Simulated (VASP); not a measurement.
Write the native input for VASP 6.6.1 that does the following.

- Task: single point
- Functional: PBE
- Potentials or basis: VASP PAW PBE potentials, release 64 (Ge_d, P)
- Cutoff: 520 eV
- k mesh: 12 × 12 × 12
- Occupations: gaussian, width 0.1 eV
- Spin: no spin polarisation
- Dipole correction: no
- Further INCAR settings: ALGO = Normal; EDIFF = 1e-06; NBANDS = 28

The structure of GeP5 lies in POSCAR:

```
GeP5
1.0
   -2.3727776903      2.3727776903      4.8450887130
    2.3727776903     -2.3727776903      4.8450887130
    2.3727776903      2.3727776903     -4.8450887130
Ge P
1 5
Direct
    0.0000000000      0.0000000000      0.0000000000
    0.3586284053      0.8586284053      0.5000000000
    0.8586284053      0.3586284053      0.5000000000
    0.6413715947      0.1413715947      0.5000000000
    0.1413715947      0.6413715947      0.5000000000
    0.5000000000      0.5000000000      0.0000000000
```

One way to write it, as run:

INCAR

```
SYSTEM = GeP5
PREC     = Accurate       ! precision mode
ENCUT    = 520            ! plane-wave cutoff, eV
EDIFF    = 1E-6           ! SCF threshold, eV
ISMEAR   = 0              ! smearing method
SIGMA    = 0.1            ! smearing width, eV
LREAL    = .False.        ! projectors in reciprocal space
LASPH    = .True.         ! aspherical terms in the spheres
NELM     = 80             ! most SCF steps
ALGO     = Normal         ! electronic algorithm
ISIF     = 2              ! what is computed and relaxed
LWAVE    = .False.        ! write WAVECAR
LCHARG   = .False.        ! write CHGCAR
GGA      = PE             ! functional
NBANDS   = 28             ! bands
```

KPOINTS

```
Automatic mesh
0
Gamma
  12 12 12
  0 0 0
```

Potentials or basis: VASP PAW PBE potentials, release 64 (Ge_d, P).

Command:

```console
$ cat potpaw_PBE.64/Ge_d/POTCAR potpaw_PBE.64/P/POTCAR > POTCAR
$ mpirun -np 1 vasp_std > vasp.out
```

It gave:

| Item | Value |
| --- | --- |
| Pressure | -0.1 GPa |
| Largest force | 0.049 eV/Å |

Wall time 4.8 min on 1 thread of Intel(R) Xeon(R) 6975P-C (Granite Rapids), on a shared host, peak memory 0.6 GiB.
